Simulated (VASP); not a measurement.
Write the native input for VASP 6.6.1 that does the following.

```
Task                               : single point
Functional                         : HSE06
Potentials or basis                : VASP PAW PBE potentials, release 64 (K_sv, Cl)
Cutoff                             : 520 eV
k mesh                             : 4 × 4 × 4
Occupations                        : fermi-dirac, width 0.05 eV
Spin                               : no spin polarisation
Dipole correction                  : no
Grid for exact exchange (PRECFOCK) : Normal
Further INCAR settings             : ALGO = Normal; EDIFF = 1e-06; NBANDS = 15
Share of exact exchange            : 0.25
Screening parameter                : 0.2079 1/Å
```

Crystal: KCl.

```
CELL_PARAMETERS angstrom
3.81343 0.00000 0.00000
0.00000 3.81343 0.00000
0.00000 0.00000 3.81343
ATOMIC_POSITIONS crystal
K 0.00000 0.00000 0.00000
Cl 0.50000 0.50000 0.50000
```

One way to write it, as run:

POSCAR

```
KCl
1.0
    3.8134288075      0.0000000000      0.0000000000
    0.0000000000      3.8134288075      0.0000000000
    0.0000000000      0.0000000000      3.8134288075
K Cl
1 1
Direct
    0.0000000000      0.0000000000      0.0000000000
    0.5000000000      0.5000000000      0.5000000000
```

INCAR.step1

```
PREC = Accurate
ENCUT = 520
EDIFF = 1E-5
ISMEAR = -1
SIGMA = 0.05
LREAL = F
LASPH = T
NELM = 60
ALGO = Normal
ISIF = 2
LWAVE = T
LCHARG = F
NBANDS = 15
GGA = PE
```

INCAR.step2

```
PREC = Accurate
ENCUT = 520
EDIFF = 1E-6
ISMEAR = -1
SIGMA = 0.05
LREAL = F
LASPH = T
NELM = 60
ALGO = Normal
ISIF = 2
LWAVE = F
LCHARG = F
GGA = PE
LHFCALC = T
HFSCREEN = 0.2079
PRECFOCK = Normal
NBANDS = 15
ISTART = 1
```

KPOINTS

```
Automatic mesh
0
Gamma
  4 4 4
```

Potentials or basis: VASP PAW PBE potentials, release 64 (K_sv, Cl).

Run with:

```bash
$ cat potpaw_PBE.64/K_sv/POTCAR potpaw_PBE.64/Cl/POTCAR > POTCAR
$ cp INCAR.step1 INCAR
$ mpirun -np 1 vasp_std > vasp.out
$ cp INCAR.step2 INCAR
$ mpirun -np 1 vasp_std > vasp.out
```

Results of the run:

| Item | Value |
| --- | --- |
| Pressure | -0.1 GPa |
| Band gap on the k mesh | 6.21 eV (least direct gap 6.43 eV) |

Caveat: the PAW data sets were made with another functional, which shifts forces and pressure a little.

It took 6.3 min on 1 thread of Intel(R) Xeon(R) Platinum 8259CL CPU @ 2.50GHz (Skylake/Cascade Lake), with other jobs on the host, peak memory 0.26 GiB.
